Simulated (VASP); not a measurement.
The system is Se.

```
CELL_PARAMETERS angstrom
-1.40380 1.40380 1.40380
1.40380 -1.40380 1.40380
1.40380 1.40380 -1.40380
ATOMIC_POSITIONS crystal
Se 0.00000 0.00000 0.00000
```

This isn't the form of Se at room conditions, which is trigonal, of chains.

- Program: VASP 6.6.1
- Task: relaxation of cell and atoms
- Functional: PBE
- Potentials or basis: VASP PAW PBE potentials, release 64 (Se)
- Cutoff: 500 eV
- k mesh: 12 × 12 × 12
- Occupations: fermi-dirac, width 0.05 eV
- Spin: no spin polarisation

At the start: pressure 175.2 GPa; volume 11.07 Å³/atom.

**Question.** Where does the relaxation end?

**Answer.** Over 7 steps the energy falls by 2864.1 meV/atom and the volume is 20.22 Å³/atom (+82.8 %); space group Im-3m (No. 229, to 0.1 Å) before and after.

Step by step:
```tsv
step	energy change (eV)	largest force (eV/Å)	pressure (GPa)	volume (Å³)
1	0.0000	0.0000	175.22	11.07
2	-1.5142	0.0000	-8.39	43.96
3	-2.8461	0.0000	-3.97	21.62
4	-2.8572	0.0000	-2.56	21.08
5	-2.8641	0.0000	0.14	20.20
6	-2.8638	0.0000	-0.59	20.42
7	-2.8641	0.0000	0.06	20.22
```

Final structure:
```
Se
1.0
    -1.71635    1.71635    1.71635
     1.71635   -1.71635    1.71635
     1.71635    1.71635   -1.71635
Se
1
Direct
  0.00000 0.00000 0.00000
```

Caveat: the volume moved by over 15 % at a fixed basis, so the end points are rough.
